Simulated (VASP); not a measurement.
**Si5P13: single point with PBE**

System: Si5P13.

```
Si P
1.0
     7.04792    0.04465    0.17339
     0.04465    7.05114   -0.03128
     0.17339   -0.03128    7.03759
Si P
5 13
Direct
  0.82365 0.40119 0.61919
  0.42846 0.63152 0.06808
  0.99439 0.38111 0.05593
  0.40327 0.44205 0.64546
  0.77937 0.62871 0.39267
  0.76489 0.94296 0.68804
  0.82096 0.13345 0.43064
  0.52199 0.11352 0.31736
  0.49682 0.79942 0.36152
  0.28950 0.16296 0.53923
  0.04449 0.80762 0.63643
  0.24504 0.98485 0.80051
  0.69925 0.43326 0.12999
  0.09316 0.77378 0.32226
  0.10167 0.52877 0.77829
  0.58993 0.28145 0.85864
  0.22010 0.46436 0.27545
  0.96263 0.06986 0.92437
```

```json
{
 "Program": "VASP 6.6.1",
 "Task": "single point",
 "Functional": "PBE",
 "Potentials or basis": "VASP PAW PBE potentials, release 64 (Si, P)",
 "Cutoff": "400 eV",
 "k mesh": "1 × 1 × 1, shifted",
 "Occupations": "fermi-dirac, width 0.05 eV",
 "Spin": "no spin polarisation",
 "Dipole correction": "no",
 "Mended": "yes",
 "Further INCAR settings": "LREAL = Auto; ALGO = Normal; EDIFF = 1e-06; NBANDS = 58; ISYM = -1"
}
```

```
Pressure               : -0.7 GPa
Largest force          : 1.538 eV/Å
Band gap on the k mesh : zero (an odd number of electrons rules out a gap without spin polarisation)
```

Forces on the atoms (eV/Å):
```
Si  -0.374 -0.400  1.384
Si   0.559  0.255  0.066
Si   0.922 -0.229 -0.411
Si  -0.108  0.506 -0.058
Si  -0.576  1.340 -0.488
P   -0.024  0.158 -0.263
P   -0.043 -0.559  0.358
P    0.561 -0.506  0.307
P    0.214 -0.614 -0.179
P   -0.247  0.044 -0.377
P    0.646 -0.257 -0.112
P    0.160 -0.093  0.076
P   -1.085  0.581  0.324
P   -0.225 -0.438  0.410
P   -0.620 -0.458 -0.183
P    0.744 -0.010 -0.835
P   -0.778  0.554  0.047
P    0.272  0.128 -0.067
```

Stress tensor (GPa, compression positive):
```
-3.14 -1.13  0.32
-1.13  2.40  1.42
 0.32  1.42 -1.41
```

Levels at points of the mesh, in eV from the Fermi level:
```tsv
k point	band 40	band 41	band 42	band 43	band 44	band 45	band 46	band 47
(0.25, 0.25, 0.25)	-0.89	-0.70	-0.38	0.00	0.82	0.99	1.30	1.51
```

It took 27 s on 1 thread of Intel(R) Xeon(R) 6975P-C (Granite Rapids), with other jobs on the host, peak memory 0.29 GiB.

Caveat: the atoms stand as in a frame of molecular dynamics.
